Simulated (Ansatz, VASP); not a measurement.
## Mg5Se in VASP and in Ansatz

File INCAR:

```
ALGO     = Normal         # electronic algorithm
EDIFF    = 1E-6           # SCF threshold, eV
ENCUT    = 520            # plane-wave cutoff, eV
GGA      = PE             # functional
ISIF     = 2              # what is computed and relaxed
ISMEAR   = 0              # smearing method
LASPH    = T              # aspherical terms in the spheres
LCHARG   = T              # write CHGCAR
LELF     = T              # ELF
LREAL    = F              # projectors in reciprocal space
LVHAR    = T            
LWAVE    = F              # write WAVECAR
NBANDS   = 17             # bands
NELM     = 100            # most SCF steps
PREC     = Accurate       # precision mode
SIGMA    = 0.1            # smearing width, eV
```

File KPOINTS:

```
k-points
0
Gamma
  4 4 4
```

File POSCAR:

```
Mg5Se
1.0
    0.0000000000      3.7982900700      3.7982900700
    3.7982900700      0.0000000000      3.7982900700
    3.7982900700      3.7982900700      0.0000000000
Mg Se
5 1
Direct
    0.3750000000      0.3750000000      0.8750000000
    0.3750000000      0.8750000000      0.3750000000
    0.8750000000      0.3750000000      0.3750000000
    0.3750000000      0.3750000000      0.3750000000
    0.7500000000      0.7500000000      0.7500000000
    0.0000000000      0.0000000000      0.0000000000
```

Input for Ansatz:

```yaml
crystal:
  lattice:
    - [0.0, 3.79829007, 3.79829007]
    - [3.79829007, 0.0, 3.79829007]
    - [3.79829007, 3.79829007, 0.0]
  atoms:
    - { symbol: Mg, position: [0.375, 0.375, 0.875] }
    - { symbol: Mg, position: [0.375, 0.875, 0.375] }
    - { symbol: Mg, position: [0.875, 0.375, 0.375] }
    - { symbol: Mg, position: [0.375, 0.375, 0.375] }
    - { symbol: Mg, position: [0.75, 0.75, 0.75] }
    - { symbol: Se, position: [0.0, 0.0, 0.0] }
basis:
  ecutwfc: 420
kpoints:
  mp_grid: { grid: [4, 4, 4] }
hamiltonian:
  xc: pbe
scf:
  occupations: { method: gaussian, width: 0.1 }
  lower_state_search: "off"
output:
  forces: true
  stress: true
  eigenvalues: true
```

Change from the starting cell: species swapped into the DyCu5 type (F-43m, No. 216).

Alike in both runs: task single point; functional PBE; k mesh 4 × 4 × 4; occupations gaussian, width 0.1 eV; no spin polarisation.

|  | VASP | Ansatz |
| --- | --- | --- |
| version | VASP 6.6.1 | Ansatz 0.2.0 |
| potentials or method | VASP PAW PBE potentials, release 64 (Mg, Se), cutoff 520 eV | scalar-relativistic, plane waves, PAW |
| valence electrons in the cell | 16 | 66 |

```csv
,VASP,Ansatz,Ansatz less VASP
gap on the k mesh at the Fermi level (eV),none,none,-
pressure (GPa),14.2,14.2,-0.01
```

A gap of «none» marks a metal or a gap that the smearing closes. VASP's potentials hold 16 valence electrons a cell and Ansatz's 66, so a difference there can come from the potentials and not from the codes.
